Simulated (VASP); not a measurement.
Na, 4 atoms in the cell. It takes space group P6_3/mmc (No. 194, hexagonal). Conventional cell: a = 3.700 Å, b = 3.700 Å, c = 12.788 Å, α = 90.00°, β = 90.00°, γ = 120.00°. Within 4.9 Å of Na (site symmetry -6m2) lie 12 Na at 3.70 to 3.85 Å. Within 4.9 Å of Na (site symmetry -3m) lie 12 Na at 3.70 to 3.85 Å. 

| Item | Value |
| --- | --- |
| Program | VASP 6.6.1 |
| Task | single point |
| Functional | PBEsol |
| Potentials or basis | VASP PAW PBE potentials, release 64 (Na_pv) |
| Cutoff | 520 eV |
| k mesh | 7 × 7 × 2 |
| Occupations | fermi-dirac, width 0.05 eV |
| Spin | no spin polarisation |
| Dipole correction | no |
| Further INCAR settings | ALGO = Normal; EDIFF = 1e-06; NBANDS = 22 |

Potentials or basis: VASP PAW PBE potentials, release 64 (Na_pv).

Run with:

```sh
$ cat potpaw_PBE.64/Na_pv/POTCAR > POTCAR
$ mpirun -np 1 vasp_std > vasp.out
```

Hardware: 1 thread of Intel(R) Xeon(R) Platinum 8488C (Sapphire Rapids) (shared host).

Question: Estimate the wall time of this run.

Answer: Wall time 33 s on 1 thread of Intel(R) Xeon(R) Platinum 8488C (Sapphire Rapids) (shared host), peak memory 0.26 GiB. Counts: scf iterations 10, k points 16.
